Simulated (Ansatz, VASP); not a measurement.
**One calculation of Sc, two programs**

```xyz
2
Lattice="3.3090 0.0000 0.0000 -1.6545 2.8657 0.0000 0.0000 0.0000 5.2733" Properties=species:S:1:pos:R:3 pbc="T T T"
Sc    0.0000    1.9105    1.3183
Sc    1.6545    0.9552    3.9550
```

Alike in both runs: task relaxation of cell and atoms; functional PBEsol; k mesh 12 × 12 × 8; occupations fermi-dirac, width 0.1 eV; no spin polarisation.

```csv
,VASP,Ansatz
version,VASP 6.6.1,Ansatz 0.2.0
potentials or method,"VASP PAW PBE potentials, release 64 (Sc_sv)","PAW with Ansatz's default frozen-core files, scalar-relativistic"
plane-wave cutoff (eV),500,420
valence electrons in the cell,22,22
```

```tsv
	VASP	Ansatz	Ansatz less VASP
relaxed volume (Å³/atom)	23.72	23.72	+0.002
relaxed cell length with the largest relative difference (Å)	5.106	5.106	+0.0005
```

VASP's potentials were made for PBE, not for PBEsol.
